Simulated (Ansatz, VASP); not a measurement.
## MgO: VASP beside Ansatz

Contents of POSCAR:

```
MgO
1.0
    0.0000000000      2.0592545970      2.0592545970
    2.0592545970      0.0000000000      2.0592545970
    2.0592545970      2.0592545970      0.0000000000
Mg O
1 1
Direct
    0.0000000000      0.0000000000      0.0000000000
    0.5000000000      0.5000000000      0.5000000000
```

Contents of INCAR.step1:

```
PREC     = Accurate       # precision mode
ENCUT    = 660            # plane-wave cutoff, eV
ISMEAR   = 0              # smearing method
SIGMA    = 0.01           # smearing width, eV
LREAL    = False          # projectors in reciprocal space
LASPH    = True           # aspherical terms in the spheres
NELM     = 120            # most SCF steps
NBANDS   = 11             # bands
GGA      = PE             # functional
ALGO     = Normal         # electronic algorithm
EDIFF    = 1E-5           # SCF threshold, eV
LWAVE    = True           # write WAVECAR
LCHARG   = False          # write CHGCAR
GGA_COMPAT= False
```

File INCAR.step2:

```
PREC     = Accurate       # precision mode
ENCUT    = 660            # plane-wave cutoff, eV
EDIFF    = 1E-6           # SCF threshold, eV
ISMEAR   = 0              # smearing method
SIGMA    = 0.01           # smearing width, eV
LREAL    = False          # projectors in reciprocal space
LASPH    = True           # aspherical terms in the spheres
NELM     = 120            # most SCF steps
ALGO     = Normal         # electronic algorithm
ISIF     = 2              # what is computed and relaxed
LWAVE    = False          # write WAVECAR
LCHARG   = False          # write CHGCAR
METAGGA  = R2SCAN         # meta-GGA
LMIXTAU  = True         
NBANDS   = 11             # bands
ISTART   = 1            
GGA_COMPAT= False
```

Contents of KPOINTS:

```
regular mesh
0
Gamma
  8 8 8
```

Input for Ansatz:

```yaml
crystal:
  lattice:
    - [0.0, 2.059254597, 2.059254597]
    - [2.059254597, 0.0, 2.059254597]
    - [2.059254597, 2.059254597, 0.0]
  atoms:
    - { symbol: Mg, position: [0.0, 0.0, 0.0] }
    - { symbol: O, position: [0.5, 0.5, 0.5] }
kpoints:
  mp_grid: { grid: [8, 8, 8] }
hamiltonian:
  xc: r2scan
scf:
  occupations: { method: fixed }
  n_extra_bands: 4
output:
  forces: true
  stress: true
  eigenvalues: true
```

Alike in both runs: task single point; functional r2SCAN; k mesh 8 × 8 × 8; no spin polarisation.

```csv
,VASP,Ansatz
version,VASP 6.6.1,Ansatz 0.2.0
potentials or method,"VASP PAW PBE potentials, release 64 (Mg, O)","plane waves, PAW"
plane-wave cutoff (eV),660,500
occupations,"gaussian, width 0.01 eV",fixed
valence electrons in the cell,8,16
```

VASP gave:

* gap on the k mesh at the Fermi level (eV): 6.32
* pressure (GPa): 10.3

Estimate Ansatz's values.

gap on the k mesh at the Fermi level (eV): 6.34; pressure (GPa): 11.7.

VASP's potentials were made for PBE, not for r2SCAN. VASP's potentials hold 8 valence electrons a cell and Ansatz's 16, so a difference there can come from the potentials and not from the codes.
